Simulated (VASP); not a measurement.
A run of VASP 6.6.1 is set up as follows.

INCAR

```
  PREC = Accurate
  ENCUT = 500
  EDIFF = 1E-6
  ISMEAR = 0
  SIGMA = 0.02
  LREAL = F
  LASPH = T
  NELM = 120
  ALGO = Normal
  ISIF = 2
  LWAVE = F
  LCHARG = F
  GGA = PS
  NBANDS = 26
  GGA_COMPAT = F
```

Contents of KPOINTS:

```
Automatic mesh
0
Gamma
  9 9 4
```

Contents of POSCAR:

```
CdSe
1.0
    4.2590929138      0.0000000000      0.0000000000
   -2.1295464569      3.6884826604      0.0000000000
    0.0000000000      0.0000000000      6.9511811813
Cd Se
2 2
Direct
    0.3333333333      0.6666666667      0.0001850777
    0.6666666667      0.3333333333      0.5001850777
    0.3333333333      0.6666666667      0.3758149223
    0.6666666667      0.3333333333      0.8758149223
```

Potentials or basis: VASP PAW PBE potentials, release 64 (Cd, Se).

Launch:

```bash
$ cat potpaw_PBE.64/Cd/POTCAR potpaw_PBE.64/Se/POTCAR > POTCAR
$ mpirun -np 1 vasp_std > vasp.out
```

Q: Predict the pressure.

A: 2.1 GPa.

Q: Estimate the band gap on the k mesh.

A: 0.60 eV, direct.

Caveat: the cell differs from its parent crystal (strained cell); the PAW data sets were made with another functional, which shifts forces and pressure a little.
